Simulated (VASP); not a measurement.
Runs of VASP 6.6.1 on SiC. The structure is that of space group P6_3mc (No. 186), or close to it. The cells are those of the table. 

```csv
cell,gap on the mesh (eV),pressure (GPa),largest force (eV/Å)
"a = 2.831, b = 2.831, c = 9.674 Å, angles 90.0, 90.0, 120.0°, 8 atoms",2.39,(c),0.99
"a = 2.831, b = 2.831, c = 10.480 Å, angles 90.0, 90.0, 120.0°, 8 atoms",1.77,42.8,1.45
"a = 2.831, b = 2.831, c = 10.077 Å, angles 90.0, 90.0, 120.0°, 8 atoms",(b),(a),1.41
"a = 2.954, b = 2.954, c = 9.271 Å, angles 90.0, 90.0, 120.0°, 8 atoms",2.58,51.6,1.13
"a = 2.831, b = 2.831, c = 10.883 Å, angles 90.0, 90.0, 120.0°, 8 atoms",1.46,33.2,1.24
"a = 2.831, b = 2.831, c = 9.271 Å, angles 90.0, 90.0, 120.0°, 8 atoms",2.68,90.8,0.12
```

Alike in all rows: task single point; level r2SCAN; potentials or basis VASP PAW PBE potentials, release 64 (Si, C); no spin polarisation; k mesh 12 × 12 × 4; cutoff (eV) 520; smearing gaussian 0.05 eV.

Task: Estimate the missing entries.

Result: (a) 55.0; (b) 2.08; (c) 70.7.

Caveats: the PAW data sets were made with another functional, which shifts forces and pressure a little; the stress differs along the axes, from 43 to 84 GPa (at least some runs); the stress differs along the axes, from -17 to 73 GPa (at least some runs); the stress differs along the axes, from 8 to 78 GPa (at least some runs); the stress differs along the axes, from 39 to 77 GPa (at least some runs); the stress differs along the axes, from -36 to 68 GPa (at least some runs); the cell stands under pressure (at least some runs).

A k mesh can miss the band edges.
